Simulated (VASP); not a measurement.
# Se (R-3) in VASP: further runs, part 2 of 2

VASP 6.6.1. Earlier steps stand in the parts before.

## (4) Electric field gradients, PBE (volume scaled by 1.04)

Contents of INCAR:

```
ALGO = Normal
EDIFF = 1E-8
ENCUT = 520
GGA = PE
ISIF = 2
ISMEAR = -1
LASPH = True
LCHARG = False
LEFG = True
LREAL = False
LWAVE = False
NBANDS = 27
NELM = 80
PREC = Accurate
SIGMA = 0.01
```

Contents of KPOINTS:

```
k-points
0
Gamma
  6 6 6
```

Contents of POSCAR:

```
Se
1.0
    5.7557584332      3.3230886808      1.4957576226
   -5.7557584332      3.3230886808      1.4957576226
    0.0000000000     -6.6461773616      1.4957576226
Se
6
Direct
    0.2806600000      0.1625100000      0.9181800000
    0.9181800000      0.2806600000      0.1625100000
    0.1625100000      0.9181800000      0.2806600000
    0.7193400000      0.8374900000      0.0818200000
    0.0818200000      0.7193400000      0.8374900000
    0.8374900000      0.0818200000      0.7193400000
```

Potentials or basis: VASP PAW PBE potentials, release 64 (Se).

Started as:

```bash
$ cat potpaw_PBE.64/Se/POTCAR > POTCAR
$ mpirun -np 1 vasp_std > vasp.out
```

OUTCAR:

```text
EDIFF = 1E-8
   ENCUT = 520
   GGA = PE
   ISIF = 2
   ISMEAR = -1
   LASPH = True
   LREAL = False
   NELM = 80
   PREC = Accurate

 ion  position               nearest neighbor table
   1  0.281  0.163  0.918-   6 2.39   5 2.39
   2  0.918  0.281  0.163-   4 2.39   6 2.39
   3  0.163  0.918  0.281-   4 2.39   5 2.39
   4  0.719  0.837  0.082-   3 2.39   2 2.39
   5  0.082  0.719  0.837-   1 2.39   3 2.39
   6  0.837  0.082  0.719-   1 2.39   2 2.39

  LATTYP: Found a trigonal (rhomboedric) cell.
 ALAT       =     6.8124125233
 COS(alpha) =    -0.4276877573

  Lattice vectors:

[... 955 lines left out ...]
   1     314.452  -105.067  -209.385  -134.826   145.083   360.660
   2    -116.950   326.335  -209.385  -114.244  -384.882   -54.684
   3     116.576    92.809  -209.385   249.070   239.799  -305.976
   4     314.452  -105.067  -209.385  -134.826   145.083   360.660
   5    -116.950   326.335  -209.385  -114.244  -384.882   -54.684
   6     116.576    92.809  -209.385   249.070   239.799  -305.976
---------------------------------------------------------------------

 Electric field gradients after diagonalization (V/A^2)
 (convention: |V_zz| > |V_xx| > |V_yy|)
----------------------------------------------------------------------
 ion       V_xx      V_yy      V_zz     asymmetry (V_yy - V_xx)/ V_zz
----------------------------------------------------------------------
   1     359.248   206.885  -566.133       0.269
   2     359.248   206.885  -566.133       0.269
   3     359.248   206.885  -566.133       0.269
   4     359.248   206.885  -566.133       0.269
   5     359.248   206.885  -566.133       0.269
   6     359.248   206.885  -566.133       0.269
----------------------------------------------------------------------

           NMR quadrupolar parameters

 Cq : quadrupolar parameter    Cq=e*Q*V_zz/h
 eta: asymmetry parameters     (V_yy - V_xx)/ V_zz
 Q  : nuclear electric quadrupole moment in mb (millibarn)
----------------------------------------------------------------------
 ion       Cq(MHz)       eta       Q (mb)
----------------------------------------------------------------------
   1      -1.369       0.269       1.000
   2      -1.369       0.269       1.000
   3      -1.369       0.269       1.000
   4      -1.369       0.269       1.000
   5      -1.369       0.269       1.000
   6      -1.369       0.269       1.000
----------------------------------------------------------------------
```

stdout:

```text
POSCAR found type information on POSCAR Se
 POSCAR found :  1 types and       6 ions
 scaLAPACK will be used
 LDA part: xc-table for (Slater+PW92), standard interpolation
 POSCAR, INCAR and KPOINTS ok, starting setup
 FFT: planning ... GRIDC
 FFT: planning ... GRID_SOFT
 FFT: planning ... GRID
 WAVECAR not read
 entering main loop
ion   1
     0.0000499     2.3551698    -6.6663523     3.3860247    -2.8222909    -3.9763677
     0.0000687     2.3551698    -6.6663523     3.3860246    -2.8222908    -3.9763677
     0.0000946     2.3551698    -6.6663522     3.3860246    -2.8222908    -3.9763677
     0.0001302     2.3551697    -6.6663521     3.3860245    -2.8222908    -3.9763676

     0.0000499   123.2639131  -330.1079926   165.9832785  -132.9070315  -192.0374222
     0.0000687   123.2609252  -330.1000043   165.9792517  -132.9037922  -192.0327194
     0.0000946   123.2560832  -330.0870576   165.9727243  -132.8985403  -192.0250941
     0.0001302   123.2482763  -330.0661797   165.9621961  -132.8900675  -192.0127917
[... 45 lines left out ...]
ion   6
     0.0000499    -4.6212204     5.7773517     3.3860247    -4.3620850    -0.0514530
     0.0000687    -4.6212204     5.7773517     3.3860246    -4.3620850    -0.0514530
     0.0000946    -4.6212203     5.7773516     3.3860246    -4.3620850    -0.0514530
     0.0001302    -4.6212202     5.7773515     3.3860245    -4.3620849    -0.0514530

     0.0000499  -227.9412427   280.1548619   165.9832785  -219.4283918   -10.7309690
     0.0000687  -227.9356759   280.1480625   165.9792517  -219.4230934   -10.7307328
     0.0000946  -227.9266513   280.1370409   165.9727243  -219.4145072   -10.7303522
     0.0001302  -227.9120936   280.1192642   165.9621961  -219.4006628   -10.7297423
```

Run time: 3.7 min. Hardware: 1 thread of Intel Xeon Platinum 8375C at 2.90GHz (Ice Lake), shared host; peak memory 0.45 GiB.

Results:

```
Free energy            : -20.7676 eV
Pressure               : 0.7 GPa
Largest force          : 0.106 eV/Å
Band gap on the k mesh : 1.13 eV, indirect (least direct gap 1.37 eV)
```

Forces in eV/Å, atoms in the order of the input:
```
Se   0.086  0.063 -0.003
Se  -0.097  0.043 -0.003
Se   0.012 -0.106 -0.003
Se  -0.086 -0.063  0.003
Se   0.097 -0.043  0.003
Se  -0.012  0.106  0.003
```

Levels at points of the mesh, in eV from the valence-band top:
```csv
k point,band 15,band 16,band 17,band 18,band 19,band 20,band 21,band 22
"(0.00, 0.00, 0.00)",-0.75,-0.75,-0.65,-0.65,1.65,1.65,2.43,2.71
"(0.50, 0.00, 0.00)",-1.23,-0.90,-0.36,-0.35,1.62,1.79,2.49,2.90
"(0.50, 0.50, 0.00)",-1.32,-1.10,-0.86,-0.38,1.39,1.67,2.21,2.85
"(0.50, 0.50, 0.50)",-1.49,-1.24,-1.24,0.00,1.37,1.37,1.85,3.43
```

Electric field gradients, principal values (V/Å²):
```csv
atom,least,middle,greatest (by size)
1 Se,206.885,359.248,-566.133
2 Se,206.885,359.248,-566.133
3 Se,206.885,359.248,-566.133
4 Se,206.885,359.248,-566.133
5 Se,206.885,359.248,-566.133
6 Se,206.885,359.248,-566.133
```

Caveat: without QUAD_EFG the Cq values of the log hold for a quadrupole moment of 1 mb, not for the nuclei. A k mesh can miss the band edges.

## (5) Electric field gradients, PBE (volume scaled by 0.99)

Contents of INCAR:

```
ALGO     = Normal         # electronic algorithm
EDIFF    = 1E-8           # SCF threshold, eV
ENCUT    = 520            # plane-wave cutoff, eV
GGA      = PE             # functional
ISIF     = 2              # what is computed and relaxed
ISMEAR   = -1             # smearing method
LASPH    = T              # aspherical terms in the spheres
LCHARG   = F              # write CHGCAR
LEFG     = T            
LREAL    = F              # projectors in reciprocal space
LWAVE    = F              # write WAVECAR
NBANDS   = 27             # bands
NELM     = 100            # most SCF steps
PREC     = Accurate       # precision mode
SIGMA    = 0.01           # smearing width, eV
```

KPOINTS is that of step 4.

Edit POSCAR of step 4 so:

```diff
@@ -2,5 +2,5 @@
 1.0
-    5.7557584332      3.3230886808      1.4957576226
-   -5.7557584332      3.3230886808      1.4957576226
-    0.0000000000     -6.6461773616      1.4957576226
+    5.6619997204      3.2689570627      1.4713924046
+   -5.6619997204      3.2689570627      1.4713924046
+    0.0000000000     -6.5379141255      1.4713924046
 Se
```

Potentials or basis: VASP PAW PBE potentials, release 64 (Se).

Started as:

```bash
$ cat potpaw_PBE.64/Se/POTCAR > POTCAR
$ mpirun -np 1 vasp_std > vasp.out
```

OUTCAR:

```text
EDIFF = 1E-8
   ENCUT = 520
   GGA = PE
   ISIF = 2
   ISMEAR = -1
   LASPH = T
   LREAL = F
   NELM = 100
   PREC = Accurate

 ion  position               nearest neighbor table
   1  0.281  0.163  0.918-   5 2.35   6 2.35
   2  0.918  0.281  0.163-   4 2.35   6 2.35
   3  0.163  0.918  0.281-   4 2.35   5 2.35
   4  0.719  0.837  0.082-   2 2.35   3 2.35
   5  0.082  0.719  0.837-   1 2.35   3 2.35
   6  0.837  0.082  0.719-   1 2.35   2 2.35

  LATTYP: Found a trigonal (rhomboedric) cell.
 ALAT       =     6.7014413912
 COS(alpha) =    -0.4276877573

  Lattice vectors:
[... 956 lines left out ...]
   1     311.841  -104.413  -207.427  -133.212   141.928   349.123
   2    -115.714   323.142  -207.427  -113.637  -373.313   -51.648
   3     115.015    92.412  -207.427   246.849   231.385  -297.475
   4     311.841  -104.413  -207.427  -133.212   141.928   349.123
   5    -115.714   323.142  -207.427  -113.637  -373.313   -51.648
   6     115.015    92.412  -207.427   246.849   231.385  -297.475
---------------------------------------------------------------------

 Electric field gradients after diagonalization (V/A^2)
 (convention: |V_zz| > |V_xx| > |V_yy|)
----------------------------------------------------------------------
 ion       V_xx      V_yy      V_zz     asymmetry (V_yy - V_xx)/ V_zz
----------------------------------------------------------------------
   1     355.988   196.594  -552.582       0.288
   2     355.988   196.594  -552.582       0.288
   3     355.988   196.594  -552.582       0.288
   4     355.988   196.594  -552.582       0.288
   5     355.988   196.594  -552.582       0.288
   6     355.988   196.594  -552.582       0.288
----------------------------------------------------------------------

           NMR quadrupolar parameters

 Cq : quadrupolar parameter    Cq=e*Q*V_zz/h
 eta: asymmetry parameters     (V_yy - V_xx)/ V_zz
 Q  : nuclear electric quadrupole moment in mb (millibarn)
----------------------------------------------------------------------
 ion       Cq(MHz)       eta       Q (mb)
----------------------------------------------------------------------
   1      -1.336       0.288       1.000
   2      -1.336       0.288       1.000
   3      -1.336       0.288       1.000
   4      -1.336       0.288       1.000
   5      -1.336       0.288       1.000
   6      -1.336       0.288       1.000
----------------------------------------------------------------------
```

OSZICAR:

```text
N       E                     dE             d eps       ncg     rms          rms(c)
DAV:   1     0.197782117679E+03    0.19778E+03   -0.14622E+04  2160   0.112E+03
DAV:   2    -0.445956656011E+01   -0.20224E+03   -0.19526E+03  2834   0.188E+02
DAV:   3    -0.207116912839E+02   -0.16252E+02   -0.16123E+02  2844   0.582E+01
DAV:   4    -0.208957956519E+02   -0.18410E+00   -0.18372E+00  2520   0.711E+00
DAV:   5    -0.208974765261E+02   -0.16809E-02   -0.16805E-02  2632   0.706E-01    0.996E+00
DAV:   6    -0.207314688889E+02    0.16601E+00   -0.94178E-02  2407   0.150E+00    0.611E+00
DAV:   7    -0.206653130075E+02    0.66156E-01   -0.20224E-01  2393   0.217E+00    0.301E-01
DAV:   8    -0.206645952460E+02    0.71776E-03   -0.17479E-02  2346   0.650E-01    0.127E-01
DAV:   9    -0.206647670419E+02   -0.17180E-03   -0.49683E-04  2791   0.112E-01    0.458E-02
DAV:  10    -0.206648256710E+02   -0.58629E-04   -0.73641E-05  2361   0.456E-02    0.115E-02
DAV:  11    -0.206648315823E+02   -0.59113E-05   -0.10621E-05  2602   0.163E-02    0.548E-03
DAV:  12    -0.206648323239E+02   -0.74162E-06   -0.17521E-06  2470   0.692E-03    0.173E-03
DAV:  13    -0.206648323618E+02   -0.37942E-07   -0.32374E-07  2520   0.291E-03    0.680E-04
DAV:  14    -0.206648323952E+02   -0.33334E-07   -0.51430E-08  2520   0.111E-03    0.316E-04
DAV:  15    -0.206648323886E+02    0.66141E-08   -0.54769E-09  1482   0.362E-04
   1 F= -.20664832E+02 E0= -.20664832E+02  d E =-.286557E-12
```

It took 6.3 min on 1 thread of Oxide Virtual Turin-like, shared host; peak memory 0.35 GiB.

What came out:

```yaml
Free_energy: -20.6648 eV
Pressure: 3.4 GPa
Largest_force: 0.624 eV/Å
Band_gap_on_the_k_mesh: 1.21 eV, indirect (least direct gap 1.45 eV)
```

Forces in eV/Å, atoms in the order of the input:
```
Se   0.197  0.440  0.396
Se  -0.480 -0.049  0.396
Se   0.283 -0.391  0.396
Se  -0.197 -0.440 -0.396
Se   0.480  0.049 -0.396
Se  -0.283  0.391 -0.396
```

Stress tensor (GPa, compression positive):
```
3.70 0.00 0.00
0.00 3.70 0.00
0.00 0.00 2.92
```

Electric field gradients, principal values (V/Å²):
```tsv
atom	least	middle	greatest (by size)
1 Se	196.594	355.988	-552.582
2 Se	196.594	355.988	-552.582
3 Se	196.594	355.988	-552.582
4 Se	196.594	355.988	-552.582
5 Se	196.594	355.988	-552.582
6 Se	196.594	355.988	-552.582
```

Caveat: without QUAD_EFG the Cq values of the log hold for a quadrupole moment of 1 mb, not for the nuclei. A k mesh can miss the band edges.

## (6) Electric field gradients, PBE (volume scaled by 0.99)

Contents of INCAR:

```
SYSTEM = Se
PREC = Accurate
ENCUT = 520
EDIFF = 1E-8
ISMEAR = -1
SIGMA = 0.01
LREAL = .False.
LASPH = .True.
NELM = 100
ALGO = Normal
ISIF = 2
LWAVE = .False.
LCHARG = .False.
GGA = PE
LEFG = .True.
NBANDS = 27
```

Contents of KPOINTS:

```
Automatic mesh
0
Gamma
  6 6 6
  0 0 0
```

POSCAR is that of step 5.

Potentials or basis: VASP PAW PBE potentials, release 64 (Se).

Started as:

```bash
$ cat potpaw_PBE.64/Se/POTCAR > POTCAR
$ mpirun -np 1 vasp_std > vasp.out
```

OUTCAR:

```text
SYSTEM = Se
   PREC = Accurate
   ENCUT = 520
   EDIFF = 1E-8
   ISMEAR = -1
   LREAL = .False.
   LASPH = .True.
   NELM = 100
   ISIF = 2
   GGA = PE

 ion  position               nearest neighbor table
   1  0.281  0.163  0.918-   5 2.35   6 2.35
   2  0.918  0.281  0.163-   4 2.35   6 2.35
   3  0.163  0.918  0.281-   4 2.35   5 2.35
   4  0.719  0.837  0.082-   2 2.35   3 2.35
   5  0.082  0.719  0.837-   1 2.35   3 2.35
   6  0.837  0.082  0.719-   1 2.35   2 2.35

  LATTYP: Found a trigonal (rhomboedric) cell.
 ALAT       =     6.7014413912
 COS(alpha) =    -0.4276877573

[... 958 lines left out ...]
   2    -115.714   323.142  -207.427  -113.637  -373.313   -51.648
   3     115.015    92.412  -207.427   246.849   231.385  -297.475
   4     311.841  -104.413  -207.427  -133.212   141.928   349.123
   5    -115.714   323.142  -207.427  -113.637  -373.313   -51.648
   6     115.015    92.412  -207.427   246.849   231.385  -297.475
---------------------------------------------------------------------

 Electric field gradients after diagonalization (V/A^2)
 (convention: |V_zz| > |V_xx| > |V_yy|)
----------------------------------------------------------------------
 ion       V_xx      V_yy      V_zz     asymmetry (V_yy - V_xx)/ V_zz
----------------------------------------------------------------------
   1     355.988   196.594  -552.582       0.288
   2     355.988   196.594  -552.582       0.288
   3     355.988   196.594  -552.582       0.288
   4     355.988   196.594  -552.582       0.288
   5     355.988   196.594  -552.582       0.288
   6     355.988   196.594  -552.582       0.288
----------------------------------------------------------------------

           NMR quadrupolar parameters

 Cq : quadrupolar parameter    Cq=e*Q*V_zz/h
 eta: asymmetry parameters     (V_yy - V_xx)/ V_zz
 Q  : nuclear electric quadrupole moment in mb (millibarn)
----------------------------------------------------------------------
 ion       Cq(MHz)       eta       Q (mb)
----------------------------------------------------------------------
   1      -1.336       0.288       1.000
   2      -1.336       0.288       1.000
   3      -1.336       0.288       1.000
   4      -1.336       0.288       1.000
   5      -1.336       0.288       1.000
   6      -1.336       0.288       1.000
----------------------------------------------------------------------
```

stdout:

```text
POSCAR found type information on POSCAR Se
 POSCAR found :  1 types and       6 ions
 scaLAPACK will be used
 LDA part: xc-table for (Slater+PW92), standard interpolation
 POSCAR, INCAR and KPOINTS ok, starting setup
 FFT: planning ... GRIDC
 FFT: planning ... GRID_SOFT
 FFT: planning ... GRID
 WAVECAR not read
 entering main loop
ion   1
     0.0000499     2.2752334    -6.3710865     3.3124239    -2.7443887    -3.9009574
     0.0000687     2.2752334    -6.3710865     3.3124239    -2.7443887    -3.9009574
     0.0000946     2.2752333    -6.3710864     3.3124239    -2.7443887    -3.9009573
     0.0001302     2.2752333    -6.3710863     3.3124238    -2.7443886    -3.9009572

     0.0000499   121.7058950  -319.4036824   164.3478718  -129.9732428  -190.4478917
     0.0000687   121.7029422  -319.3959405   164.3438798  -129.9700676  -190.4432179
     0.0000946   121.6981575  -319.3833934   164.3374087  -129.9649193  -190.4356397
     0.0001302   121.6904432  -319.3631597   164.3269716  -129.9566132  -190.4234130
[... 45 lines left out ...]
ion   6
     0.0000499    -4.5159449     5.5622536     3.3124239    -4.1453284    -0.0199312
     0.0000687    -4.5159449     5.5622536     3.3124239    -4.1453284    -0.0199312
     0.0000946    -4.5159448     5.5622535     3.3124239    -4.1453284    -0.0199312
     0.0001302    -4.5159447     5.5622534     3.3124238    -4.1453283    -0.0199312

     0.0000499  -225.7856598   272.2619712   164.3478718  -211.6250815   -10.1764511
     0.0000687  -225.7801358   272.2553505   164.3438798  -211.6199645   -10.1762307
     0.0000946  -225.7711805   272.2446183   164.3374088  -211.6116725   -10.1758761
     0.0001302  -225.7567347   272.2273082   164.3269716  -211.5983027   -10.1753087
```

Run time: 6 min. Hardware: 1 thread of Oxide Virtual Turin-like, shared host; peak memory 0.35 GiB.

Results:

```
Free energy            : -20.6648 eV
Pressure               : 3.4 GPa
Largest force          : 0.624 eV/Å
Band gap on the k mesh : 1.21 eV, indirect (least direct gap 1.45 eV)
```

Forces in eV/Å, atoms in the order of the input:
```
Se   0.197  0.440  0.396
Se  -0.480 -0.049  0.396
Se   0.283 -0.391  0.396
Se  -0.197 -0.440 -0.396
Se   0.480  0.049 -0.396
Se  -0.283  0.391 -0.396
```

Electric field gradients, principal values (V/Å²):
```tsv
atom	least	middle	greatest (by size)
1 Se	196.594	355.988	-552.582
2 Se	196.594	355.988	-552.582
3 Se	196.594	355.988	-552.582
4 Se	196.594	355.988	-552.582
5 Se	196.594	355.988	-552.582
6 Se	196.594	355.988	-552.582
```

Caveat: without QUAD_EFG the Cq values of the log hold for a quadrupole moment of 1 mb, not for the nuclei. A k mesh can miss the band edges.

## (7) The runs side by side

| cell | gap on the mesh (eV) | pressure (GPa) | largest force (eV/Å) |
| --- | --- | --- | --- |
| a = 6.788 Å, angles 115.4°, 6 atoms | 1.10 | 1.5 | 0.24 |
| a = 6.812 Å, angles 115.3°, 6 atoms | 1.13 | 0.7 | 0.11 |
| a = 6.701 Å, angles 115.3°, 6 atoms | 1.21 | 3.4 | 0.62 |

Alike in all rows: task electric field gradients; level PBE; potentials or basis VASP PAW PBE potentials, release 64 (Se); no spin polarisation; k mesh 6 × 6 × 6; cutoff (eV) 520; smearing fermi-dirac 0.01 eV.

Absolute energies hang on the potentials; compare differences alone.
